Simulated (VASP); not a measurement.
# Ga: single point with PBE

Ga:

```
Ga
1.0
     2.05268    0.00000    0.00000
     0.00000    2.05268    0.00000
     0.00000    0.00000    2.05268
Ga
1
Direct
  0.00000 0.00000 0.00000
```

This cell differs from its parent crystal: volume scaled by 0.43.

| Item | Value |
| --- | --- |
| Program | VASP 6.6.1 |
| Task | single point |
| Functional | PBE |
| Potentials or basis | VASP PAW PBE potentials, release 64 (Ga_d) |
| Cutoff | 520 eV |
| k mesh | 14 × 14 × 14 |
| Occupations | fermi-dirac, width 0.05 eV |
| Spin | no spin polarisation |
| Dipole correction | no |
| Further INCAR settings | ALGO = Normal; EDIFF = 1e-06; NBANDS = 12 |

```json
{
 "Pressure": "307.3 GPa"
}
```

Levels at points of the mesh, in eV from the Fermi level:
| k point | band 3 | band 4 | band 5 | band 6 | band 7 | band 8 | band 9 | band 10 | band 11 | band 12 |
| --- | --- | --- | --- | --- | --- | --- | --- | --- | --- | --- |
| (0.00, 0.00, 0.00) | -18.80 | -15.80 | -15.80 | -15.80 | 15.88 | 15.88 | 15.88 | 19.83 | 19.83 | 27.03 |
| (0.50, 0.00, 0.00) | -16.69 | -16.69 | -15.72 | -9.97 | -7.16 | 22.96 | 24.79 | 24.79 | 25.45 | 28.96 |
| (0.50, 0.50, 0.00) | -16.53 | -16.53 | -15.12 | -2.40 | -2.40 | 3.84 | 4.23 | 30.82 | 30.82 | 33.58 |
| (0.50, 0.50, 0.50) | -18.16 | -15.08 | -15.08 | 5.49 | 5.49 | 5.49 | 10.19 | 11.70 | 11.70 | 11.70 |

Wall time 3.2 s on 1 thread of Intel(R) Xeon(R) 6975P-C (Granite Rapids), on a shared host, peak memory 0.12 GiB.
